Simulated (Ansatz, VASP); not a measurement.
Two plane-wave programs on TaN

Contents of POSCAR:

```
TaN
1.0
    0.0000000000      2.2113230000      2.2113230000
    2.2113230000      0.0000000000      2.2113230000
    2.2113230000      2.2113230000      0.0000000000
Ta N
1 1
Direct
    0.5000000000      0.5000000000      0.5000000000
    0.0000000000      0.0000000000      0.0000000000
```

File INCAR.step1:

```
SYSTEM = TaN
PREC = Accurate ; ENCUT = 660
ISMEAR = -1 ; SIGMA = 0.05
LREAL = .False. ; LASPH = .True.
NELM = 200 ; LMAXMIX = 4
LDAU = .True. ; LDAUTYPE = 2
LDAUL = 2 -1 ; LDAUU = 4 0
LDAUJ = 0 0 ; NBANDS = 16
GGA = PE ; ALGO = Normal
EDIFF = 1E-5 ; LWAVE = .True.
LCHARG = .False. ; GGA_COMPAT = .False.
```

Contents of INCAR.step2:

```
SYSTEM = TaN
PREC = Accurate ; ENCUT = 660
EDIFF = 1E-6 ; ISMEAR = -1
SIGMA = 0.05 ; LREAL = .False.
LASPH = .True. ; NELM = 200
ALGO = Normal ; ISIF = 2
LWAVE = .False. ; LCHARG = .False.
LMAXMIX = 4 ; LDAU = .True.
LDAUTYPE = 2 ; LDAUL = 2 -1
LDAUU = 4 0 ; LDAUJ = 0 0
LDAUPRINT = 1 ; METAGGA = R2SCAN
LMIXTAU = .True. ; NBANDS = 16
ISTART = 1 ; GGA_COMPAT = .False.
```

Contents of KPOINTS:

```
Automatic mesh
0
Gamma
  10 10 10
  0 0 0
```

input.yaml

```yaml
crystal:
  lattice:
    - [0.0, 2.211323, 2.211323]
    - [2.211323, 0.0, 2.211323]
    - [2.211323, 2.211323, 0.0]
  atoms:
    - { symbol: Ta, position: [0.5, 0.5, 0.5] }
    - { symbol: "N", position: [0.0, 0.0, 0.0] }
hamiltonian:
  xc: r2scan
  pseudopotentials: { kind: paw }
  hubbard: { sites: [{ species: Ta, l: d, u_eff: 4.0 }] }
kpoints:
  mp_grid: { grid: [10, 10, 10] }
scf:
  occupations: { method: fermi_dirac, width: 0.05 }
  n_extra_bands: 6
output:
  forces: true
  stress: true
  eigenvalues: true
  dos: { projected: true, de: 0.05, nscf_kmesh: { grid: [15, 15, 15] } }
```

Alike in both runs: functional r2SCAN; k mesh 10 × 10 × 10; occupations fermi-dirac, width 0.05 eV; no spin polarisation; Hubbard terms Ta d U = 4.0 eV.

|  | VASP | Ansatz |
| --- | --- | --- |
| version | VASP 6.6.1 | Ansatz 0.2.0 |
| potentials or method | VASP PAW PBE potentials, release 64 (Ta_sv_GW, N) | Ansatz PAW |
| plane-wave cutoff (eV) | 660 | 500 |
| valence electrons in the cell | 18 | 18 |
| task | single point | projected density of states |

```csv
,VASP,Ansatz,Ansatz less VASP
gap on the k mesh at the Fermi level (eV),none,none,-
pressure (GPa),5.7,-2.4,-8.05
```

VASP's potentials were made for PBE, not for r2SCAN. The programs project onto different local orbitals, so the same U acts differently, and such runs can settle in different states. A gap of «none» marks a metal or a gap that the smearing closes.

Spin-orbit coupling is off throughout.
